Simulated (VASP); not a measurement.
# Ni (Fm-3m) in VASP: single point with PBEsol

Aim: the single point of Ni with PBEsol.

Everything below comes from runs of VASP 6.6.1. Logs are shortened: lines on timing, memory, paths and dates and some standing lists are left out, and cuts for length are marked.

### Step 1. The cell of the first run

Symmetry: Fm-3m, No. 225, cubic system. The conventional cell has a = 3.463 Å, b = 3.463 Å, c = 3.463 Å, α = 90.00°, β = 90.00°, γ = 90.00°. Ni (site symmetry m-3m) has 12 Ni at 2.45 Å within 3.2 Å.

### Step 2. Single point, PBEsol, collinear spin, ferromagnetic start

INCAR reads:

```
SYSTEM = Ni
ALGO = Normal
EDIFF = 1E-6
ENCUT = 520
GGA = PS
ISIF = 2
ISMEAR = 0
ISPIN = 2
LASPH = .True.
LCHARG = .True.
LELF = .True.
LMAXMIX = 4
LORBIT = 11
LREAL = .False.
LVHAR = .True.
LWAVE = .False.
MAGMOM = 0.74
NBANDS = 15
NELM = 150
PREC = Accurate
SIGMA = 0.05
```

KPOINTS reads:

```
k-points
0
Gamma
  20 20 20
  0 0 0
```

POSCAR reads:

```
Ni
1.0
    0.0000000000      1.7314997907      1.7314997907
    1.7314997907      0.0000000000      1.7314997907
    1.7314997907      1.7314997907      0.0000000000
Ni
1
Direct
    0.0000000000      0.0000000000      0.0000000000
```

Potentials or basis: VASP PAW PBE potentials, release 64 (Ni).

On the command line:

```
cat potpaw_PBE.64/Ni/POTCAR > POTCAR
mpirun -np 1 vasp_std > vasp.out
```

OUTCAR:

```text
SYSTEM = Ni
   EDIFF = 1E-6
   ENCUT = 520
   GGA = PS
   ISIF = 2
   ISMEAR = 0
   ISPIN = 2
   LASPH = .True.
   LORBIT = 11
   LREAL = .False.
   NELM = 150
   PREC = Accurate

 ion  position               nearest neighbor table
   1  0.000  0.000  0.000-

  LATTYP: Found a face centered cubic cell.
 ALAT       =     3.4629995814

  Lattice vectors:

 A1 = (   0.0000000000,   1.7314997907,   1.7314997907)
 A2 = (   1.7314997907,   0.0000000000,   1.7314997907)
 A3 = (   1.7314997907,   1.7314997907,   0.0000000000)

Analysis of symmetry for initial positions (statically):
=====================================================================
 Subroutine PRICEL returns:
 Original cell was already a primitive cell.

 Routine SETGRP: Setting up the symmetry group for a
 face centered cubic supercell.

 Subroutine GETGRP returns: Found 48 space group operations
 (whereof 48 operations were pure point group operations)
 out of a pool of 48 trial point group operations.

The static configuration has the point symmetry O_h .

Analysis of symmetry for dynamics (positions and initial velocities):
=====================================================================
 Subroutine PRICEL returns:
 Original cell was already a primitive cell.

 Routine SETGRP: Setting up the symmetry group for a
 face centered cubic supercell.

 Subroutine GETGRP returns: Found 48 space group operations
 (whereof 48 operations were pure point group operations)
 out of a pool of 48 trial point group operations.

The dynamic configuration has the point symmetry O_h .

Analysis of structural, dynamic, and magnetic symmetry:
=====================================================================
 Subroutine PRICEL returns:
 Original cell was already a primitive cell.

 Routine SETGRP: Setting up the symmetry group for a
 face centered cubic supercell.

 Subroutine GETGRP returns: Found 48 space group operations
 (whereof 48 operations were pure point group operations)
 out of a pool of 48 trial point group operations.

The overall configuration has the point symmetry O_h .

 Subroutine INISYM returns: Found 48 space group operations
 (whereof 48 operations are pure point group operations),
 and found     1 'primitive' translations

----------------------------------------------------------------------------------------

                                     Primitive cell

  volume of cell :      10.3824

  direct lattice vectors                    reciprocal lattice vectors
     0.000000000  1.731499791  1.731499791    -0.288767000  0.288767000  0.288767000
[... 118 lines left out ...]
  volume of cell :       10.38
 maximum number of plane-waves:       295
   NGX =  9   NGY =  9   NGZ =  9

 number of electron      10.0000000 magnetization       0.7400000

 number of electron       9.9999994 magnetization       0.6223997

 Free energy of the ion-electron system (eV)
  ---------------------------------------------------
  ext. energy  EPLUGINS =         0.00000000
  ---------------------------------------------------
  free energy    TOTEN  =        -6.13675714 eV

  energy without entropy =       -6.13464873  energy(sigma->0) =       -6.13570294

 E-fermi :   9.8713     XC(G=0): -13.7156

 val. band max:        9.8701802803   @ k =   0.3500   0.2500   0.0500
 cond. band min:       9.8736831671   @ k =  -0.2500   0.1000   0.0000
 fundamental gap:      0.0035028867
 Fermi energy:         9.8712874123

 spin component 1

 k-point     1 :       0.0000    0.0000    0.0000
  band No.  band energies     occupation
      1       0.4743      1.00000
      2       7.3139      1.00000
      3       7.3139      1.00000
      4       7.3139      1.00000
      5       8.5659      1.00000
      6       8.5659      1.00000
      7      33.9597      0.00000
      8      38.1671      0.00000
      9      38.1671      0.00000
     10      38.1671      0.00000
     11      41.2469      0.00000
     12      41.2469      0.00000
     13      41.2469      0.00000
     14      44.1599      0.00000
[... 403 lines left out ...]
      4       7.5518      1.00000
      5       8.9325      1.00000
      6       9.3011      1.00000
      7      19.3553      0.00000
      8      32.0295      0.00000
      9      34.5339      0.00000
     10      36.5994      0.00000
     11      38.4932      0.00000
     12      40.3932      0.00000
     13      44.8445      0.00000
     14      51.6942      0.00000
     15      53.0605      0.00000

 [... further k-points ...]

 spin component 2

 k-point     1 :       0.0000    0.0000    0.0000
  band No.  band energies     occupation
      1       0.4646      1.00000
      2       8.0343      1.00000
      3       8.0343      1.00000
      4       8.0343      1.00000
      5       9.1734      1.00000
      6       9.1734      1.00000
      7      33.8513      0.00000
      8      38.1646      0.00000
      9      38.1646      0.00000
     10      38.1646      0.00000
     11      41.3705      0.00000
     12      41.3705      0.00000
     13      41.3705      0.00000
     14      44.0723      0.00000
[... 403 lines left out ...]
      4       8.0830      1.00000
      5       9.6514      1.00000
      6       9.9885      0.00046
      7      19.6141      0.00000
      8      32.0186      0.00000
      9      34.5661      0.00000
     10      36.7102      0.00000
     11      38.5554      0.00000
     12      40.4419      0.00000
     13      44.9363      0.00000
     14      51.7855      0.00000
     15      53.4539      0.00000

 [... further k-points ...]
[... 5 lines left out ...]
  --------------------------------------------------------------------------------------
  -------------------------------------------------------------------------------------
  Total       -0.0097106     -0.0097106     -0.0097106     -0.0000000     -0.0000000      0.0000000
  in kB       -1.4985065     -1.4985065     -1.4985065     -0.0000000     -0.0000000      0.0000000
  external PRESSURE =      -1.4985065 kB  Pullay stress =       0.0000000 kB

 VOLUME and BASIS-vectors are now :
 -----------------------------------------------------------------------------
  energy-cutoff  :      520.00
  volume of cell :       10.38
      direct lattice vectors                 reciprocal lattice vectors
     0.000000000  1.731499791  1.731499791    -0.288767000  0.288767000  0.288767000
     1.731499791  0.000000000  1.731499791     0.288767000 -0.288767000  0.288767000
     1.731499791  1.731499791  0.000000000     0.288767000  0.288767000 -0.288767000

 POSITION                                       TOTAL-FORCE (eV/Angst)
 -----------------------------------------------------------------------------------
      0.00000      0.00000      0.00000         0.000000     -0.000000      0.000000
 -----------------------------------------------------------------------------------
    total drift:                                0.000000     -0.000000      0.000000

  FREE ENERGIE OF THE ION-ELECTRON SYSTEM (eV)
  ---------------------------------------------------
  free  energy   TOTEN  =        -6.1367571444 eV

  energy  without entropy=       -6.1346487298  energy(sigma->0) =       -6.13570294

 total charge

# of ion       s       p       d       tot
------------------------------------------
    1        0.521   0.546   8.333   9.401

 magnetization (x)

# of ion       s       p       d       tot
------------------------------------------
    1       -0.006  -0.024   0.659   0.628
```

stdout:

```text
POSCAR found type information on POSCAR Ni
 POSCAR found :  1 types and       1 ions
 scaLAPACK will be used
 -----------------------------------------------------------------------------
|                                                                             |
|                                                                             |
|     You enforced a specific xc type in the INCAR file but a different       |
|     I HOPE YOU KNOW WHAT YOU ARE DOING!                                     |
|                                                                             |
 -----------------------------------------------------------------------------

 LDA part: xc-table for (Slater+PW92), standard interpolation
 POSCAR, INCAR and KPOINTS ok, starting setup
 FFT: planning ... GRIDC
 FFT: planning ... GRID_SOFT
 FFT: planning ... GRID
 WAVECAR not read
 entering main loop
```

Wall time 51 s (1 thread of AMD EPYC 9R14 (Zen 4), shared host); peak memory 0.14 GiB.

What came out:

```
Free energy                                           : -6.1368 eV
Pressure                                              : -0.1 GPa
Net moment                                            : 0.62 μB per cell
Site moments                                          : Ni +0.63 μB
Valence electrons inside the program's atomic spheres : Ni 9.40
```

Levels at points of the mesh, in eV from the Fermi level:
Spin up:
| k point | band 3 | band 4 | band 5 | band 6 | band 7 | band 8 |
| --- | --- | --- | --- | --- | --- | --- |
| (0.00, 0.00, 0.00) | -2.56 | -2.56 | -1.31 | -1.31 | 24.09 | 28.30 |
| (0.50, 0.00, 0.00) | -2.55 | -0.59 | -0.59 | -0.43 | 5.98 | 22.56 |
| (0.50, 0.50, 0.00) | -0.54 | -0.44 | -0.44 | 2.42 | 9.61 | 15.20 |
Spin down:
| k point | band 2 | band 3 | band 4 | band 5 | band 6 | band 7 | band 8 | band 9 |
| --- | --- | --- | --- | --- | --- | --- | --- | --- |
| (0.00, 0.00, 0.00) | -1.84 | -1.84 | -1.84 | -0.70 | -0.70 | 23.98 | 28.29 | 28.29 |
| (0.50, 0.00, 0.00) | -1.93 | -1.93 | -0.47 | 0.16 | 0.16 | 6.40 | 22.46 | 25.52 |
| (0.50, 0.50, 0.00) | -3.87 | 0.09 | 0.39 | 0.39 | 2.41 | 9.88 | 15.23 | 15.23 |

Caveat: the PAW data sets were made with another functional, which shifts forces and pressure a little.
